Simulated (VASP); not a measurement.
A run of VASP 6.6.1 is set up as follows.

The input INCAR:

```
SYSTEM = Ti
AGGAC = 1.0 ; AGGAX = 1.0
ALDAC = 0.0 ; ALDAX = 1.0
ALGO = Normal ; EDIFF = 1E-7
ENCUT = 520 ; GGA = B5
ISIF = 2 ; ISMEAR = -1
LASPH = .True. ; LCHARG = .False.
LREAL = .False. ; LWAVE = .False.
NBANDS = 19 ; NELM = 100
PREC = Accurate ; SIGMA = 0.05
```

The input KPOINTS:

```
k-points
0
Gamma
  10 10 6
  0 0 0
```

POSCAR

```
Ti
1.0
    2.9654353886      0.0000000000      0.0000000000
   -1.4827176943      2.5681423798      0.0000000000
    0.0000000000      0.0000000000      4.6716291566
Ti
2
Direct
    0.6666666667      0.3333333333      0.7500000000
    0.3333333333      0.6666666667      0.2500000000
```

Potentials or basis: VASP PAW PBE potentials, release 64 (Ti_sv).

The run is started by

```console
$ cat potpaw_PBE.64/Ti_sv/POTCAR > POTCAR
$ mpirun -np 1 vasp_std > vasp.out
```

(1) Estimate the pressure.

(2) Predict the band gap on the k mesh.

## Answers

(1) 0.0 GPa.

(2) zero (band 12 reaches 9.23 eV, above the bottom of band 13 at 8.32 eV).

Caveat: the PAW data sets were made with another functional, which shifts forces and pressure a little.
